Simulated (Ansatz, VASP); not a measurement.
**Two plane-wave programs on Bi**

INCAR

```
PREC = Accurate ; ENCUT = 600
EDIFF = 1E-7 ; ISMEAR = 0
SIGMA = 0.1 ; LREAL = F
LASPH = T ; NELM = 80
ALGO = Normal ; ISIF = 3
LWAVE = F ; LCHARG = F
GGA = PE ; IBRION = 2
NSW = 90 ; EDIFFG = -0.04
```

KPOINTS

```
regular mesh
0
Gamma
  4 4 6
```

The input POSCAR:

```
Bi
1.0
    3.8373228900      0.0000000000      0.0000000000
    0.0000000000      3.8373228900      0.0000000000
    0.0000000000      0.0000000000      2.6468068700
Bi
1
Direct
    0.5000000000      0.5000000000      0.0000000000
```

Input for Ansatz:

```yaml
crystal:
  lattice:
    - [3.83732289, 0.0, 0.0]
    - [0.0, 3.83732289, 0.0]
    - [0.0, 0.0, 2.64680687]
  atoms:
    - { symbol: Bi, position: [0.5, 0.5, 0.0] }
basis:
  ecutwfc: 420
kpoints:
  mp_grid: { grid: [4, 4, 6] }
hamiltonian:
  xc: pbe
scf:
  occupations: { method: gaussian, width: 0.1 }
  lower_state_search: "off"
output:
  forces: true
  stress: true
  eigenvalues: true
relax:
  adjacent_minimum: "off"
  f_tol: 0.04
  max_steps: 70
  cell: { stress_tol: 0.4 }
```

Alike in both runs: task relaxation of cell and atoms; functional PBE; k mesh 4 × 4 × 6; occupations gaussian, width 0.1 eV; no spin polarisation.

|  | VASP | Ansatz |
| --- | --- | --- |
| version | VASP 6.6.1 | Ansatz 0.2.0 |
| potentials or method | VASP PAW PBE potentials, release 64 (Bi_d), cutoff 600 eV | scalar-relativistic, plane waves, PAW |
| valence electrons in the cell | 15 | 15 |

Ansatz gave:

- gap on the k mesh at the Fermi level, each at its own relaxed structure (eV): none
- relaxed volume (Å³/atom): 36.08
- relaxed cell length with the largest relative difference (Å): 3.404

Q: What did VASP give for the same quantities?

A: gap on the k mesh at the Fermi level, each at its own relaxed structure (eV): none; relaxed volume (Å³/atom): 36.22; relaxed cell length with the largest relative difference (Å): 3.409.

A gap of «none» marks a metal or a gap that the smearing closes.

The k mesh is coarse, so the values compare programs but aren't converged. Neither program's run includes spin-orbit coupling.
